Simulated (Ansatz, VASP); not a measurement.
# Two plane-wave programs on Ge

```
CELL_PARAMETERS angstrom
4.02269 0.00000 0.00000
-2.01134 3.48375 0.00000
0.00000 0.00000 18.86852
ATOMIC_POSITIONS crystal
Ge 0.33333 0.66667 0.27476
Ge 0.66667 0.33333 0.23849
Ge 0.22222 0.77778 0.49652
Ge 0.55556 0.44444 0.46025
```

Alike in both runs: task single point; functional PBE; dispersion D3(BJ); k mesh 9 × 9 × 1; occupations gaussian, width 0.1 eV; no spin polarisation.

```csv
,VASP,Ansatz
version,VASP 6.6.1,Ansatz 0.2.0
potentials or method,"VASP PAW PBE potentials, release 64 (Ge_d), cutoff 520 eV","scalar-relativistic, plane waves, PAW"
valence electrons in the cell,56,56
```

```tsv
	VASP	Ansatz	Ansatz less VASP
gap on the k mesh at the Fermi level (eV)	0.29	0.29	0.000
least direct gap on the mesh (eV)	0.41	0.41	0.000
rms of the force components (eV/Å)	0.100	0.100	-0.0005
```

Atom by atom the forces differ by 0.001 eV/Å (rms over components).
